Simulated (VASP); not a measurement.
Crystal: Ti.

```
CELL_PARAMETERS angstrom
2.95000 0.00000 0.00000
-1.47500 2.55477 0.00000
0.00000 0.00000 4.68000
ATOMIC_POSITIONS crystal
Ti 0.66667 0.33333 0.75000
Ti 0.33333 0.66667 0.25000
```

| Quantity | Value |
| --- | --- |
| Program | VASP 6.6.1 |
| Task | relaxation of cell and atoms |
| Functional | LDA |
| Potentials or basis | VASP PAW LDA potentials, release 64 (Ti_sv) |
| Cutoff | 600 eV |
| k mesh | 10 × 10 × 6 |
| Occupations | fermi-dirac, width 0.05 eV |
| Spin | no spin polarisation |

At the start: pressure -9.8 GPa; volume 17.64 Å³/atom.

**Question.** Where does the relaxation end?

**Answer.** Over 11 steps the energy falls by 51.9 meV/atom and the volume is 16.06 Å³/atom (-8.9 %); space group P6_3/mmc (No. 194, to 0.1 Å) before and after.

The path:
```
step  energy change (eV)  largest force (eV/Å)  pressure (GPa)  volume (Å³)
   1              0.0000                0.0000           -9.84        35.27
   2             -0.0438                0.0000            9.54        30.03
   3             -0.1037                0.0000           -0.05        32.16
   4             -0.1037                0.0000            0.11        32.09
   5             -0.1037                0.0000           -0.01        32.14
   6             -0.1038                0.0000            0.05        32.15
   7             -0.1038                0.0000           -0.12        32.17
   8             -0.1038                0.0000           -0.16        32.17
   9             -0.1038                0.0000           -0.17        32.16
  10             -0.1038                0.0000           -0.08        32.16
  11             -0.1038                0.0000            0.02        32.13
```

Final structure:
```
CELL_PARAMETERS angstrom
2.86485 0.00000 0.00000
-1.43243 2.48103 0.00000
0.00000 0.00000 4.52017
ATOMIC_POSITIONS crystal
Ti 0.66667 0.33333 0.75000
Ti 0.33333 0.66667 0.25000
```
